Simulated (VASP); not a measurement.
Here is a VASP 6.6.1 calculation.

The input POSCAR:

```
SnO2
1.0
    4.8305885737      0.0000000000      0.0000000000
    0.0000000000      4.8305885737      0.0000000000
    0.0000000000      0.0000000000      3.1724585341
Sn O
2 4
Direct
    0.5000000000      0.5000000000      0.5000000000
    0.0000000000      0.0000000000      0.0000000000
    0.1940616415      0.8059383585      0.5000000000
    0.8059383585      0.1940616415      0.5000000000
    0.3059383585      0.3059383585      0.0000000000
    0.6940616415      0.6940616415      0.0000000000
```

INCAR.step1

```
PREC = Accurate
ENCUT = 520
ISMEAR = 0
SIGMA = 0.02
LREAL = False
LASPH = True
NELM = 60
NBANDS = 35
GGA = PE
ALGO = Normal
EDIFF = 1E-4
LWAVE = True
LCHARG = False
```

The input INCAR.step2:

```
PREC = Accurate
ENCUT = 520
EDIFF = 1E-6
ISMEAR = 0
SIGMA = 0.02
LREAL = False
LASPH = True
NELM = 60
ALGO = Normal
ISIF = 2
LWAVE = False
LCHARG = False
METAGGA = R2SCAN
LMIXTAU = True
NBANDS = 35
ISTART = 1
```

Contents of KPOINTS:

```
Automatic mesh
0
Gamma
  6 6 8
```

Potentials or basis: VASP PAW PBE potentials, release 64 (Sn_d, O).

The run is started by

```bash
$ cat potpaw_PBE.64/Sn_d/POTCAR potpaw_PBE.64/O/POTCAR > POTCAR
$ cp INCAR.step1 INCAR
$ mpirun -np 1 vasp_std > vasp.out
$ cp INCAR.step2 INCAR
$ mpirun -np 1 vasp_std > vasp.out
```

Task: Estimate the band gap on the k mesh.

Result: 1.63 eV, direct.

Task: Predict the largest force.

Result: 0.017 eV/Å.

Forces on the atoms (eV/Å):
```
Sn   0.000  0.000  0.000
Sn   0.000  0.000  0.000
O    0.012 -0.012  0.000
O   -0.012  0.012  0.000
O   -0.012 -0.012  0.000
O    0.012  0.012  0.000
```

Caveat: the cell differs from its parent crystal (biaxial strain in the a-b plane: +1.5 %); the PAW data sets were made with another functional, which shifts forces and pressure a little; spin-orbit coupling is left out, which moves the levels of the heavy elements.
